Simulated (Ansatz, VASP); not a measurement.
One calculation of Ge, two programs

```
Ge
1.0
    -1.49830    1.49830    2.18487
     1.49830   -1.49830    2.18487
     1.49830    1.49830   -2.18487
Ge
1
Cartesian
  0.0000 0.0000 0.0000
```

Alike in both runs: task relaxation of cell and atoms; functional PBE; k mesh 26 × 26 × 26; occupations gaussian, width 0.1 eV; no spin polarisation.

|  | VASP | Ansatz |
| --- | --- | --- |
| version | VASP 6.6.1 | Ansatz 0.2.0 |
| potentials or method | VASP PAW PBE potentials, release 64 (Ge_d), cutoff 600 eV | scalar-relativistic, plane waves, PAW |
| valence electrons in the cell | 14 | 14 |

|  | VASP | Ansatz | Ansatz less VASP |
| --- | --- | --- | --- |
| gap on the k mesh at the Fermi level, each at its own relaxed structure (eV) | none | none | - |
| relaxed volume (Å³/atom) | 19.54 | 19.50 | -0.038 |
| relaxed cell length with the largest relative difference (Å) | 3.058 | 3.083 | +0.0253 |

A gap of «none» marks a metal or a gap that the smearing closes.
